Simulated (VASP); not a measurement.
# TiO2 (Pbcn) in VASP: a series of runs

The runs below take TiO2 through single point, with PBEsol+U, PBE+U.

Everything below comes from runs of VASP 6.6.1. Logs are shortened: lines on timing, memory, paths and dates and some standing lists are left out, and cuts for length are marked.

## (1) The cell of the first run

It takes space group Pbcn (No. 60, orthorhombic). Conventional cell: a = 4.545 Å, b = 5.520 Å, c = 4.909 Å, α = 90.00°, β = 90.00°, γ = 90.00°. Within 2.5 Å of Ti (site symmetry 2) lie 6 O at 1.88 to 2.09 Å. O (site symmetry 1) has 3 Ti at 1.88 to 2.09 Å and 12 O at 2.58 to 2.97 Å within 3.0 Å.

## (2) Single point, PBEsol+U

File INCAR:

```
ALGO = Normal
EDIFF = 1E-6
ENCUT = 520
GGA = PS
ISIF = 2
ISMEAR = -1
LASPH = T
LCHARG = F
LDAU = T
LDAUJ = 0 0
LDAUL = 2 -1
LDAUPRINT = 1
LDAUTYPE = 2
LDAUU = 6 0
LMAXMIX = 4
LREAL = F
LWAVE = F
NBANDS = 60
NELM = 150
PREC = Accurate
SIGMA = 0.05
```

File KPOINTS:

```
k-points
0
Gamma
  6 5 6
```

File POSCAR:

```
TiO2
1.0
    4.5453495500      0.0000000000      0.0000000000
    0.0000000000      5.5196194400      0.0000000000
    0.0000000000      0.0000000000      4.9091968600
Ti O
4 8
Direct
    0.0000000000      0.1729909300      0.7500000000
    0.5000000000      0.3270090700      0.2500000000
    0.0000000000      0.8270090700      0.2500000000
    0.5000000000      0.6729909300      0.7500000000
    0.2714506200      0.3817246400      0.9186490800
    0.7714506200      0.1182753600      0.0813509200
    0.2285493800      0.1182753600      0.4186490800
    0.7285493800      0.3817246400      0.5813509200
    0.2714506200      0.6182753600      0.4186490800
    0.7714506200      0.8817246400      0.5813509200
    0.2285493800      0.8817246400      0.9186490800
    0.7285493800      0.6182753600      0.0813509200
```

Potentials or basis: VASP PAW PBE potentials, release 64 (Ti_sv, O).

The run is started by

```bash
$ cat potpaw_PBE.64/Ti_sv/POTCAR potpaw_PBE.64/O/POTCAR > POTCAR
$ mpirun -np 1 vasp_std > vasp.out
```

OUTCAR:

```text
EDIFF = 1E-6
   ENCUT = 520
   GGA = PS
   ISIF = 2
   ISMEAR = -1
   LASPH = T
   LREAL = F
   NELM = 150
   PREC = Accurate

 ion  position               nearest neighbor table
   1  0.000  0.173  0.750-   5 1.88   8 1.88   7 1.95   6 1.95  10 2.09  11 2.09
   2  0.500  0.327  0.250-   6 1.88   7 1.88   5 1.95   8 1.95   9 2.09  12 2.09
   3  0.000  0.827  0.250-   9 1.88  12 1.88  11 1.95  10 1.95   6 2.09   7 2.09
   4  0.500  0.673  0.750-  10 1.88  11 1.88   9 1.95  12 1.95   5 2.09   8 2.09
   5  0.271  0.382  0.919-   1 1.88   2 1.95   4 2.09
   6  0.771  0.118  0.081-   2 1.88   1 1.95   3 2.09
   7  0.229  0.118  0.419-   2 1.88   1 1.95   3 2.09
   8  0.729  0.382  0.581-   1 1.88   2 1.95   4 2.09
   9  0.271  0.618  0.419-   3 1.88   4 1.95   2 2.09
  10  0.771  0.882  0.581-   4 1.88   3 1.95   1 2.09
  11  0.229  0.882  0.919-   4 1.88   3 1.95   1 2.09
  12  0.729  0.618  0.081-   3 1.88   4 1.95   2 2.09

  LATTYP: Found a simple orthorhombic cell.
 ALAT       =     4.5453495500
 B/A-ratio  =     1.0800482572
 C/A-ratio  =     1.2143443269

  Lattice vectors:

 A1 = (  -4.5453495500,   0.0000000000,   0.0000000000)
 A2 = (   0.0000000000,   0.0000000000,   4.9091968600)
 A3 = (   0.0000000000,   5.5196194400,   0.0000000000)

Analysis of symmetry for initial positions (statically):
=====================================================================
 Subroutine PRICEL returns:
 Original cell was already a primitive cell.

 Routine SETGRP: Setting up the symmetry group for a
 simple orthorhombic supercell.

 Subroutine GETGRP returns: Found  8 space group operations
 (whereof  2 operations were pure point group operations)
 out of a pool of  8 trial point group operations.

The static configuration has the point symmetry S_2 .
 The point group associated with its full space group is D_2h.

Analysis of symmetry for dynamics (positions and initial velocities):
=====================================================================
 Subroutine PRICEL returns:
 Original cell was already a primitive cell.

 Routine SETGRP: Setting up the symmetry group for a
 simple orthorhombic supercell.

 Subroutine GETGRP returns: Found  8 space group operations
 (whereof  2 operations were pure point group operations)
 out of a pool of  8 trial point group operations.

The dynamic configuration has the point symmetry S_2 .
 The point group associated with its full space group is D_2h.

 Subroutine INISYM returns: Found  8 space group operations
 (whereof  2 operations are pure point group operations),
 and found     1 'primitive' translations

----------------------------------------------------------------------------------------

                                     Primitive cell

  volume of cell :     123.1649

  direct lattice vectors                    reciprocal lattice vectors
     4.545349550  0.000000000  0.000000000     0.220005082  0.000000000  0.000000000
     0.000000000  5.519619440  0.000000000     0.000000000  0.181171911  0.000000000
     0.000000000  0.000000000  4.909196860     0.000000000  0.000000000  0.203699307

  length of vectors
     4.545349550  5.519619440  4.909196860     0.220005082  0.181171911  0.203699307

  position of ions in fractional coordinates (direct lattice)
     0.000000000  0.172990930  0.750000000
     0.500000000  0.327009070  0.250000000
     0.000000000  0.827009070  0.250000000
     0.500000000  0.672990930  0.750000000
     0.271450620  0.381724640  0.918649080
     0.771450620  0.118275360  0.081350920
     0.228549380  0.118275360  0.418649080
     0.728549380  0.381724640  0.581350920
     0.271450620  0.618275360  0.418649080
     0.771450620  0.881724640  0.581350920
     0.228549380  0.881724640  0.918649080
     0.728549380  0.618275360  0.081350920

  ion indices of the primitive-cell ions
   primitive index   ion index
                 1           1
                 2           2
                 3           3
                 4           4
                 5           5
                 6           6
                 7           7
                 8           8
                 9           9
                10          10
                11          11
                12          12

----------------------------------------------------------------------------------------

 KPOINTS: k-points

Automatic generation of k-mesh.
 Grid dimensions read from file:
 generate k-points for:    6    5    6

 Generating k-lattice:

  Cartesian coordinates                     Fractional coordinates (reciprocal lattice)
     0.036667514  0.000000000  0.000000000     0.166666667  0.000000000  0.000000000
     0.000000000  0.036234382  0.000000000     0.000000000  0.200000000  0.000000000
     0.000000000  0.000000000  0.033949885     0.000000000  0.000000000  0.166666667

  Length of vectors
     0.036667514  0.036234382  0.033949885

  Shift w.r.t. Gamma in fractional coordinates (k-lattice)
     0.000000000  0.000000000  0.000000000

 Subroutine IBZKPT returns following result:
 ===========================================

 Found     48 irreducible k-points:

 Following reciprocal coordinates:
            Coordinates               Weight
  0.000000  0.000000  0.000000      1.000000
  0.166667  0.000000  0.000000      2.000000
  0.333333  0.000000  0.000000      2.000000
  0.500000  0.000000  0.000000      1.000000
  0.000000  0.200000  0.000000      2.000000
  0.166667  0.200000  0.000000      4.000000
[... 16 lines left out ...]
  0.333333  0.400000  0.166667      8.000000
  0.500000  0.400000  0.166667      4.000000
 [... further k-points ...]
   k-points           NKPTS =     48   k-points in BZ     NKDIM =     48   number of bands    NBANDS=     60
   number of dos      NEDOS =    301   number of ions     NIONS =     12
   total plane-waves  NPLWV =  60480
   dimension x,y,z NGX =    36 NGY =   42 NGZ =   40
   dimension x,y,z NGXF=    72 NGYF=   84 NGZF=   80
   ions per type =               4   8
   NGX,Y,Z   is equivalent  to a cutoff of  13.17, 12.65, 13.55 a.u.
   NGXF,Y,Z  is equivalent  to a cutoff of  26.33, 25.30, 27.09 a.u.
 SYSTEM =  unknown system
   PREC   = accura    normal or accurate (medium, high low for compatibility)
   ISTART =      0    job   : 0-new  1-cont  2-samecut
   ICHARG =      2    charge: 1-file 2-atom 10-const
   ISPIN  =      1    spin polarized calculation?
   LNONCOLLINEAR =      F non collinear calculations
   LSORBIT =      F    spin-orbit coupling
   LASPH  =      T    aspherical Exc in radial PAW
   ENCUT  =  520.0 eV  38.22 Ry    6.18 a.u.   8.45 10.26  9.13*2*pi/ulx,y,z
   NELM   =    150;   NELMIN=  2; NELMDL= -5     # of ELM steps
   EDIFF  = 0.1E-05   stopping-criterion for ELM
   LREAL  =      F    real-space projection
   EDIFFG = 0.1E-04   stopping-criterion for IOM
   NSW    =      0    number of steps for IOM
   IBRION =     -1    ionic relax: 0-MD 1-quasi-New 2-CG
   NFREE  =      0    steps in history (QN), initial steepest desc. (CG)
   ISIF   =      2    stress and relaxation
   ISYM   =      2    0-nonsym 1-usesym 2-fastsym
   POTIM  = 0.5000    time-step for ionic-motion
   TEBEG  =    0.0;   TEEND  =   0.0 temperature during run
   PSTRESS=    0.0 pullay stress
   NELECT =      96.0000    total number of electrons
   NUPDOWN=      -1.0000    fix difference up-down
   EMIN   =  10.00;   EMAX   =-10.00  energy-range for DOS
   EFERMI =   0.00;   METHOD = LEGACY
   ISMEAR =    -1;   SIGMA  =   0.05  broadening in eV -4-tet -1-fermi 0-gaus
   EFERMI_NEDOS =   21; number of points for ismear=-14 and -15
   IALGO  =     38    algorithm
   IMIX   =      4    mixing-type and parameters
     AMIX     =   0.40;   BMIX     =  1.00
     AMIX_MAG =   1.60;   BMIX_MAG =  1.00
  volume/ion in A,a.u.               =      10.26        69.26
  Fermi-wavevector in a.u.,A,eV,Ry     =   1.506617  2.847094 30.883806  2.269896
  Thomas-Fermi vector in A             =   2.617311
   LORBIT       =      0    0 simple, 1 ext, 2 COOP (PROOUT), +10 PAW based schemes
 LDA+U is selected, type is set to LDAUTYPE =  2
   angular momentum for each species LDAUL =     2   -1
   U (eV)           for each species LDAUU =   6.0  0.0
   J (eV)           for each species LDAUJ =   0.0  0.0
   GGA     = PS    functional components
   LHFCALC =     F    Hartree Fock is set to
   AEXX    =    0.0000 exact exchange contribution
   IVDW    =     0    specifies the selected vdW correction
   LEPSILON=     F    determine dielectric tensor
   LRPA    =     F    only Hartree local field effects (RPA)
 non-spin polarized calculation
  energy-cutoff  :      520.00
  volume of cell :      123.16
 maximum number of plane-waves:      3342
 NGX is ok and might be reduce to    36
   NGX = 17   NGY = 21   NGZ = 19

atom =   1  type =  1  l = 2

 onsite density matrix

spin component  1

  0.1928  0.0740 -0.0000  0.0000  0.0000
  0.0740  0.1358 -0.0000  0.0000 -0.0000
 -0.0000 -0.0000  0.1354 -0.0724  0.0121
  0.0000  0.0000 -0.0724  0.2043 -0.0242
  0.0000 -0.0000  0.0121 -0.0242  0.1105

spin component  2

  0.1928  0.0740 -0.0000  0.0000  0.0000
  0.0740  0.1358 -0.0000  0.0000 -0.0000
 -0.0000 -0.0000  0.1354 -0.0724  0.0121
  0.0000  0.0000 -0.0724  0.2043 -0.0242
  0.0000 -0.0000  0.0121 -0.0242  0.1105
[... 100 lines left out ...]
 occupancies and eigenvectors

  o =  0.0850  v =  0.5658  0.8246 -0.0000  0.0000 -0.0000  0.0000  0.0000  0.0000  0.0000  0.0000      0.0000  0.0000  0.0000  0.0000  0.0000  0.0000  0.0000  0.0000  0.0000  0.0000
  o =  0.0850  v =  0.0000  0.0000  0.0000  0.0000  0.0000  0.5658  0.8246 -0.0000  0.0000 -0.0000      0.0000  0.0000  0.0000  0.0000  0.0000  0.0000  0.0000  0.0000  0.0000  0.0000
  o =  0.0893  v =  0.0000  0.0000  0.8203 -0.5494  0.1591  0.0000  0.0000  0.0000  0.0000  0.0000      0.0000  0.0000  0.0000  0.0000  0.0000  0.0000  0.0000  0.0000  0.0000  0.0000
  o =  0.0893  v =  0.0000  0.0000  0.0000  0.0000  0.0000  0.0000  0.0000  0.8203 -0.5494  0.1591      0.0000  0.0000  0.0000  0.0000  0.0000  0.0000  0.0000  0.0000  0.0000  0.0000
  o =  0.1059  v =  0.0000  0.0000  0.0000  0.0000  0.0000  0.0000  0.0000 -0.2330 -0.0668  0.9702      0.0000  0.0000  0.0000  0.0000  0.0000  0.0000  0.0000  0.0000  0.0000  0.0000
  o =  0.1059  v =  0.0000  0.0000 -0.2330 -0.0668  0.9702  0.0000  0.0000  0.0000  0.0000  0.0000      0.0000  0.0000  0.0000  0.0000  0.0000  0.0000  0.0000  0.0000  0.0000  0.0000
  o =  0.2436  v = -0.8246  0.5658 -0.0000  0.0000 -0.0000  0.0000  0.0000  0.0000  0.0000  0.0000      0.0000  0.0000  0.0000  0.0000  0.0000  0.0000  0.0000  0.0000  0.0000  0.0000
  o =  0.2436  v =  0.0000  0.0000  0.0000  0.0000  0.0000 -0.8246  0.5658 -0.0000  0.0000 -0.0000      0.0000  0.0000  0.0000  0.0000  0.0000  0.0000  0.0000  0.0000  0.0000  0.0000
  o =  0.2551  v =  0.0000  0.0000  0.5224  0.8329  0.1828  0.0000  0.0000  0.0000  0.0000  0.0000      0.0000  0.0000  0.0000  0.0000  0.0000  0.0000  0.0000  0.0000  0.0000  0.0000
  o =  0.2551  v =  0.0000  0.0000  0.0000  0.0000  0.0000  0.0000  0.0000  0.5224  0.8329  0.1828      0.0000  0.0000  0.0000  0.0000  0.0000  0.0000  0.0000  0.0000  0.0000  0.0000

 number of electron      96.0000013 magnetization

 Free energy of the ion-electron system (eV)
  ---------------------------------------------------
  ext. energy  EPLUGINS =         0.00000000
  ---------------------------------------------------
  free energy    TOTEN  =       -96.22307189 eV

  energy without entropy =      -96.22307189  energy(sigma->0) =      -96.22307189

 E-fermi :   6.1008     XC(G=0): -11.8313

 val. band max:        4.9406397965   @ k =   0.0000   0.0000   0.0000
 cond. band min:       8.2468001485   @ k =   0.0000   0.0000   0.5000
 fundamental gap:      3.3061603519
 Fermi energy:         6.1007832974

 k-point     1 :       0.0000    0.0000    0.0000
  band No.  band energies     occupation
      1     -52.7714      2.00000
      2     -52.7508      2.00000
      3     -52.7428      2.00000
      4     -52.7376      2.00000
      5     -29.2260      2.00000
      6     -29.1639      2.00000
[... 1501 lines left out ...]
     59       9.6853      0.00000
     60       9.6853      0.00000

 [... further k-points ...]
[... 5 lines left out ...]
  --------------------------------------------------------------------------------------
  -------------------------------------------------------------------------------------
  Total        8.2137493      5.8338820      8.4122668      0.0000000      0.0000000      0.0000000
  in kB      106.8476938     75.8894413    109.4300886      0.0000000      0.0000000      0.0000000
  external PRESSURE =      97.3890746 kB  Pullay stress =       0.0000000 kB

 VOLUME and BASIS-vectors are now :
 -----------------------------------------------------------------------------
  energy-cutoff  :      520.00
  volume of cell :      123.16
      direct lattice vectors                 reciprocal lattice vectors
     4.545349550  0.000000000  0.000000000     0.220005082  0.000000000  0.000000000
     0.000000000  5.519619440  0.000000000     0.000000000  0.181171911  0.000000000
     0.000000000  0.000000000  4.909196860     0.000000000  0.000000000  0.203699307

 POSITION                                       TOTAL-FORCE (eV/Angst)
 -----------------------------------------------------------------------------------
      0.00000      0.95484      3.68190        -0.000000     -0.851809      0.000000
      2.27267      1.80497      1.22730        -0.000000      0.851809      0.000000
      0.00000      4.56478      1.22730        -0.000000      0.851809     -0.000000
      2.27267      3.71465      3.68190        -0.000000     -0.851809     -0.000000
      1.23384      2.10697      4.50983         0.230535      0.536425      0.042233
      3.50651      0.65283      0.39937         0.230535     -0.536425     -0.042233
      1.03884      0.65283      2.05523        -0.230535     -0.536425      0.042233
      3.31151      2.10697      2.85397        -0.230535      0.536425     -0.042233
      1.23384      3.41264      2.05523         0.230535     -0.536425      0.042233
      3.50651      4.86678      2.85397         0.230535      0.536425     -0.042233
      1.03884      4.86678      4.50983        -0.230535      0.536425      0.042233
      3.31151      3.41264      0.39937        -0.230535     -0.536425     -0.042233
 -----------------------------------------------------------------------------------
    total drift:                                0.000000      0.000000      0.000000

  FREE ENERGIE OF THE ION-ELECTRON SYSTEM (eV)
  ---------------------------------------------------
  free  energy   TOTEN  =       -96.2230718887 eV

  energy  without entropy=      -96.2230718887  energy(sigma->0) =      -96.22307189
```

Wall time 7.7 min (1 thread of Oxide Virtual Turin-like, shared host); peak memory 0.35 GiB.

What came out:

```yaml
Free_energy: -96.2231 eV
Pressure: 9.7 GPa
Largest_force: 0.852 eV/Å
Band_gap_on_the_k_mesh: 3.31 eV (least direct gap 3.41 eV)
```

Forces on the atoms (eV/Å):
```
Ti   0.000 -0.852  0.000
Ti   0.000  0.852  0.000
Ti   0.000  0.852  0.000
Ti   0.000 -0.852  0.000
O    0.231  0.536  0.042
O    0.231 -0.536 -0.042
O   -0.231 -0.536  0.042
O   -0.231  0.536 -0.042
O    0.231 -0.536  0.042
O    0.231  0.536 -0.042
O   -0.231  0.536  0.042
O   -0.231 -0.536 -0.042
```

Eigenvalues of the final occupation matrices:
```
    site  spin  trace               eigenvalues
site 1 d     1   0.78  0.09 0.09 0.11 0.24 0.26
site 1 d     2   0.78  0.09 0.09 0.11 0.24 0.26
site 2 d     1   0.78  0.09 0.09 0.11 0.24 0.26
site 2 d     2   0.78  0.09 0.09 0.11 0.24 0.26
site 3 d     1   0.78  0.09 0.09 0.11 0.24 0.26
site 3 d     2   0.78  0.09 0.09 0.11 0.24 0.26
site 4 d     1   0.78  0.09 0.09 0.11 0.24 0.26
site 4 d     2   0.78  0.09 0.09 0.11 0.24 0.26
```

Caveat: the cell stands under pressure; the PAW data sets were made with another functional, which shifts forces and pressure a little; an odd mesh through Γ misses points on the zone boundary, where band edges can lie.

(Continued in part 2 of 2.)
